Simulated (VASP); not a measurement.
Write the native input for VASP 6.6.1 that does the following.

```yaml
Task: single point
Functional: r2SCAN
Potentials_or_basis: VASP PAW PBE potentials, release 64 (C)
Cutoff: 520 eV
k_mesh: 12 × 12 × 12
Occupations: gaussian, width 0.05 eV
Spin: no spin polarisation
Dipole_correction: no
Further_INCAR_settings: ALGO = Normal; EDIFF = 1e-06; NBANDS = 11
```

C:

```
C
1.0
     0.00000    1.73564    1.86915
     1.73564    0.00000    1.86915
     1.73564    1.73564    0.00000
C
2
Direct
  0.50000 0.50000 0.50000
  0.75000 0.75000 0.75000
```

This cell differs from its parent crystal: strain -0.025 along x and y, +0.050 along z.

The input as run:

POSCAR

```
C
1.0
    0.0000000000      1.7356381642      1.8691487922
    1.7356381642      0.0000000000      1.8691487922
    1.7356381642      1.7356381642      0.0000000000
C
2
Direct
    0.5000000000      0.5000000000      0.5000000000
    0.7500000000      0.7500000000      0.7500000000
```

INCAR.step1

```
PREC     = Accurate       # precision mode
ENCUT    = 520            # plane-wave cutoff, eV
ISMEAR   = 0              # smearing method
SIGMA    = 0.05           # smearing width, eV
LREAL    = F              # projectors in reciprocal space
LASPH    = T              # aspherical terms in the spheres
NELM     = 80             # most SCF steps
NBANDS   = 11             # bands
GGA      = PE             # functional
ALGO     = Normal         # electronic algorithm
EDIFF    = 1E-4           # SCF threshold, eV
LWAVE    = T              # write WAVECAR
LCHARG   = F              # write CHGCAR
```

INCAR.step2

```
PREC     = Accurate       # precision mode
ENCUT    = 520            # plane-wave cutoff, eV
EDIFF    = 1E-6           # SCF threshold, eV
ISMEAR   = 0              # smearing method
SIGMA    = 0.05           # smearing width, eV
LREAL    = F              # projectors in reciprocal space
LASPH    = T              # aspherical terms in the spheres
NELM     = 80             # most SCF steps
ALGO     = Normal         # electronic algorithm
ISIF     = 2              # what is computed and relaxed
LWAVE    = F              # write WAVECAR
LCHARG   = T              # write CHGCAR
METAGGA  = R2SCAN         # meta-GGA
LMIXTAU  = T            
LELF     = T              # ELF
LVHAR    = T            
NBANDS   = 11             # bands
ISTART   = 1
```

KPOINTS

```
regular mesh
0
Gamma
  12 12 12
```

Potentials or basis: VASP PAW PBE potentials, release 64 (C).

Launch:

```sh
$ cat potpaw_PBE.64/C/POTCAR > POTCAR
$ cp INCAR.step1 INCAR
$ mpirun -np 1 vasp_std > vasp.out
$ cp INCAR.step2 INCAR
$ mpirun -np 1 vasp_std > vasp.out
```

It gave:

* Pressure: 2.2 GPa
* Band gap on the k mesh: 3.38 eV, indirect (least direct gap 5.15 eV)

Caveat: the cell differs from its parent crystal (strain -0.025 along x and y, +0.050 along z); the PAW data sets were made with another functional, which shifts forces and pressure a little.

Run time: 27 s on 1 thread of Intel(R) Xeon(R) 6975P-C (Granite Rapids), on a shared host, peak memory 0.13 GiB.
